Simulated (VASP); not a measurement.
# ZnSe (F-43m) in VASP: a series of runs

The runs below take ZnSe through single point, with PBE.

Program: VASP 6.6.1. These are calculated values, not measurements. Logs are shortened: lines on timing, memory, paths and dates and some standing lists are left out, and cuts for length are marked.

## Step 1: The cell of the first run

It takes space group F-43m (No. 216, cubic). Conventional cell: a = 5.665 Å, b = 5.665 Å, c = 5.665 Å, α = 90.00°, β = 90.00°, γ = 90.00°. Within 3.2 Å of Zn (site symmetry -43m) lie 4 Se at 2.45 Å. Se (site symmetry -43m) has 4 Zn at 2.45 Å within 3.2 Å.

## Step 2: Single point, PBE

Contents of INCAR:

```
PREC = Accurate
ENCUT = 520
EDIFF = 1E-7
ISMEAR = 0
SIGMA = 0.01
LREAL = F
LASPH = T
NELM = 80
ALGO = Normal
ISIF = 2
LWAVE = F
LCHARG = F
GGA = PE
NBANDS = 16
```

Contents of KPOINTS:

```
Automatic mesh
0
Gamma
  4 4 4
```

Contents of POSCAR:

```
ZnSe
1.0
    0.0000000000      2.8324206844      2.8324206844
    2.8324206844      0.0000000000      2.8324206844
    2.8324206844      2.8324206844      0.0000000000
Zn Se
1 1
Direct
    0.0000000000      0.0000000000      0.0000000000
    0.2500000000      0.2500000000      0.2500000000
```

Potentials or basis: VASP PAW PBE potentials, release 64 (Zn, Se).

Command:

```
cat potpaw_PBE.64/Zn/POTCAR potpaw_PBE.64/Se/POTCAR > POTCAR
mpirun -np 1 vasp_std > vasp.out
```

OUTCAR:

```text
PREC = Accurate
   ENCUT = 520
   EDIFF = 1E-7
   ISMEAR = 0
   LREAL = F
   LASPH = T
   NELM = 80
   ISIF = 2
   GGA = PE

 ion  position               nearest neighbor table
   1  0.000  0.000  0.000-   2 2.45   2 2.45   2 2.45   2 2.45
   2  0.250  0.250  0.250-   1 2.45   1 2.45   1 2.45   1 2.45

  LATTYP: Found a face centered cubic cell.
 ALAT       =     5.6648413688

  Lattice vectors:

 A1 = (   0.0000000000,   2.8324206844,   2.8324206844)
 A2 = (   2.8324206844,   0.0000000000,   2.8324206844)
 A3 = (   2.8324206844,   2.8324206844,   0.0000000000)

Analysis of symmetry for initial positions (statically):
=====================================================================
 Subroutine PRICEL returns:
 Original cell was already a primitive cell.

 Routine SETGRP: Setting up the symmetry group for a
 face centered cubic supercell.

 Subroutine GETGRP returns: Found 24 space group operations
 (whereof 24 operations were pure point group operations)
 out of a pool of 48 trial point group operations.

The static configuration has the point symmetry T_d .

Analysis of symmetry for dynamics (positions and initial velocities):
=====================================================================
 Subroutine PRICEL returns:
 Original cell was already a primitive cell.

 Routine SETGRP: Setting up the symmetry group for a
 face centered cubic supercell.

 Subroutine GETGRP returns: Found 24 space group operations
 (whereof 24 operations were pure point group operations)
 out of a pool of 48 trial point group operations.

The dynamic configuration has the point symmetry T_d .

 Subroutine INISYM returns: Found 24 space group operations
 (whereof 24 operations are pure point group operations),
 and found     1 'primitive' translations

----------------------------------------------------------------------------------------

                                     Primitive cell

  volume of cell :      45.4468

  direct lattice vectors                    reciprocal lattice vectors
     0.000000000  2.832420684  2.832420684    -0.176527450  0.176527450  0.176527450
     2.832420684  0.000000000  2.832420684     0.176527450 -0.176527450  0.176527450
     2.832420684  2.832420684  0.000000000     0.176527450  0.176527450 -0.176527450

  length of vectors
     4.005647746  4.005647746  4.005647746     0.305754512  0.305754512  0.305754512

  position of ions in fractional coordinates (direct lattice)
     0.000000000  0.000000000  0.000000000
[... 61 lines left out ...]
   EDIFF  = 0.1E-06   stopping-criterion for ELM
   LREAL  =      F    real-space projection
   EDIFFG = 0.1E-05   stopping-criterion for IOM
   NSW    =      0    number of steps for IOM
   IBRION =     -1    ionic relax: 0-MD 1-quasi-New 2-CG
   NFREE  =      0    steps in history (QN), initial steepest desc. (CG)
   ISIF   =      2    stress and relaxation
   ISYM   =      2    0-nonsym 1-usesym 2-fastsym
   POTIM  = 0.5000    time-step for ionic-motion
   TEBEG  =    0.0;   TEEND  =   0.0 temperature during run
   PSTRESS=    0.0 pullay stress
   NELECT =      18.0000    total number of electrons
   NUPDOWN=      -1.0000    fix difference up-down
   EMIN   =  10.00;   EMAX   =-10.00  energy-range for DOS
   EFERMI =   0.00;   METHOD = LEGACY
   ISMEAR =     0;   SIGMA  =   0.01  broadening in eV -4-tet -1-fermi 0-gaus
   EFERMI_NEDOS =   21; number of points for ismear=-14 and -15
   IALGO  =     38    algorithm
   IMIX   =      4    mixing-type and parameters
     AMIX     =   0.40;   BMIX     =  1.00
     AMIX_MAG =   1.60;   BMIX_MAG =  1.00
  volume/ion in A,a.u.               =      22.72       153.35
  Fermi-wavevector in a.u.,A,eV,Ry     =   1.202259  2.271939 19.666213  1.445426
  Thomas-Fermi vector in A             =   2.338045
   LORBIT       =      0    0 simple, 1 ext, 2 COOP (PROOUT), +10 PAW based schemes
   GGA     = PE    functional components
   LHFCALC =     F    Hartree Fock is set to
   AEXX    =    0.0000 exact exchange contribution
   IVDW    =     0    specifies the selected vdW correction
   LEPSILON=     F    determine dielectric tensor
   LRPA    =     F    only Hartree local field effects (RPA)
 non-spin polarized calculation
 Gauss-broadening in eV      SIGMA  =   0.01
  energy-cutoff  :      520.00
  volume of cell :       45.45
 maximum number of plane-waves:      1243
 NGX is ok and might be reduce to    30
   NGX = 15   NGY = 15   NGZ = 15

 number of electron      18.0000011 magnetization

 Free energy of the ion-electron system (eV)
  ---------------------------------------------------
  ext. energy  EPLUGINS =         0.00000000
  ---------------------------------------------------
  free energy    TOTEN  =        -5.95199918 eV

  energy without entropy =       -5.95199918  energy(sigma->0) =       -5.95199918

 E-fermi :   1.7536     XC(G=0):  -9.3139

 val. band max:        1.6566028476   @ k =   0.0000   0.0000   0.0000
 cond. band min:       2.9402103771   @ k =   0.0000   0.0000   0.0000
 fundamental gap:      1.2836075295
 Fermi energy:         1.7536396198

 k-point     1 :       0.0000    0.0000    0.0000
  band No.  band energies     occupation
      1     -11.6073      2.00000
      2      -4.9241      2.00000
      3      -4.9241      2.00000
      4      -4.9241      2.00000
      5      -4.5560      2.00000
      6      -4.5560      2.00000
[... 129 lines left out ...]
      3      -4.7175      2.00000
      4      -4.5881      2.00000
      5      -4.5853      2.00000
      6      -4.2530      2.00000
[... 8 lines left out ...]
     15      15.4183      0.00000
     16      15.7530      0.00000

------------------------ aborting loop because EDIFF is reached ----------------------------------------

  FORCE on cell =-STRESS in cart. coord.  units (eV):
  Direction    XX          YY          ZZ          XY          YZ          ZX
  --------------------------------------------------------------------------------------
  -------------------------------------------------------------------------------------
  Total        0.7908382      0.7908382      0.7908382     -0.0000000     -0.0000000      0.0000000
  in kB       27.8801404     27.8801404     27.8801404     -0.0000000     -0.0000000      0.0000000
  external PRESSURE =      27.8801404 kB  Pullay stress =       0.0000000 kB

 VOLUME and BASIS-vectors are now :
 -----------------------------------------------------------------------------
  energy-cutoff  :      520.00
  volume of cell :       45.45
      direct lattice vectors                 reciprocal lattice vectors
     0.000000000  2.832420684  2.832420684    -0.176527450  0.176527450  0.176527450
     2.832420684  0.000000000  2.832420684     0.176527450 -0.176527450  0.176527450
     2.832420684  2.832420684  0.000000000     0.176527450  0.176527450 -0.176527450

 POSITION                                       TOTAL-FORCE (eV/Angst)
 -----------------------------------------------------------------------------------
      0.00000      0.00000      0.00000         0.000000      0.000000      0.000000
      1.41621      1.41621      1.41621        -0.000000     -0.000000      0.000000
 -----------------------------------------------------------------------------------
    total drift:                               -0.000001     -0.000001     -0.000001

  FREE ENERGIE OF THE ION-ELECTRON SYSTEM (eV)
  ---------------------------------------------------
  free  energy   TOTEN  =        -5.9519991849 eV

  energy  without entropy=       -5.9519991849  energy(sigma->0) =       -5.95199918
```

Wall time 9.1 s (1 thread of AMD EPYC 7R43 (Zen 3), shared host); peak memory 0.13 GiB.

What came out:

* Free energy: -5.9520 eV
* Pressure: 2.8 GPa
* Band gap on the k mesh: 1.28 eV, direct

Levels at points of the mesh, in eV from the valence-band top:
```tsv
k point	band 6	band 7	band 8	band 9	band 10	band 11	band 12	band 13
(0.00, 0.00, 0.00)	-6.21	0.00	0.00	0.00	1.28	5.78	5.78	5.78
(0.50, 0.00, 0.00)	-6.05	-5.25	-0.87	-0.87	2.53	6.36	6.36	8.58
(0.50, 0.50, 0.00)	-6.03	-4.78	-2.20	-2.20	2.96	3.44	10.75	11.24
```

Caveat: the k points lie up to 0.48 Å⁻¹ apart. PBE gaps usually lie below the measured ones, often by a third to a half.

## Step 3: Single point, PBE (strain +2.0%)

Contents of INCAR:

```
PREC     = Accurate       # precision mode
ENCUT    = 520            # plane-wave cutoff, eV
EDIFF    = 1E-7           # SCF threshold, eV
ISMEAR   = 0              # smearing method
SIGMA    = 0.01           # smearing width, eV
LREAL    = False          # projectors in reciprocal space
LASPH    = True           # aspherical terms in the spheres
NELM     = 80             # most SCF steps
ALGO     = Normal         # electronic algorithm
ISIF     = 2              # what is computed and relaxed
LWAVE    = False          # write WAVECAR
LCHARG   = False          # write CHGCAR
GGA      = PE             # functional
NBANDS   = 16             # bands
```

KPOINTS is that of step 2.

Contents of POSCAR:

```
ZnSe
1.0
    0.0000000000      2.8890690981      2.8890690981
    2.8890690981      0.0000000000      2.8890690981
    2.8890690981      2.8890690981      0.0000000000
Zn Se
1 1
Direct
    0.0000000000      0.0000000000      0.0000000000
    0.2500000000      0.2500000000      0.2500000000
```

Potentials or basis: VASP PAW PBE potentials, release 64 (Zn, Se).

Command:

```
cat potpaw_PBE.64/Zn/POTCAR potpaw_PBE.64/Se/POTCAR > POTCAR
mpirun -np 1 vasp_std > vasp.out
```

Run time: 9.2 s. Hardware: 1 thread of AMD EPYC 7R43 (Zen 3), shared host; peak memory 0.12 GiB.

The run converged. Its results:

- Free energy: -5.9675 eV
- Pressure: -0.8 GPa
- Band gap on the k mesh: 1.05 eV, direct

Levels at points of the mesh, in eV from the valence-band top:
| k point | band 6 | band 7 | band 8 | band 9 | band 10 | band 11 | band 12 | band 13 |
| --- | --- | --- | --- | --- | --- | --- | --- | --- |
| (0.00, 0.00, 0.00) | -6.07 | 0.00 | 0.00 | 0.00 | 1.05 | 5.79 | 5.79 | 5.79 |
| (0.50, 0.00, 0.00) | -5.93 | -4.88 | -0.79 | -0.79 | 2.42 | 6.36 | 6.36 | 8.40 |
| (0.50, 0.50, 0.00) | -5.91 | -4.52 | -1.99 | -1.99 | 3.09 | 3.43 | 10.33 | 10.84 |

Caveat: the k points lie up to 0.47 Å⁻¹ apart; the cell differs from its parent crystal (strain +2.0%).

(Part 1 of 2 ends here.)
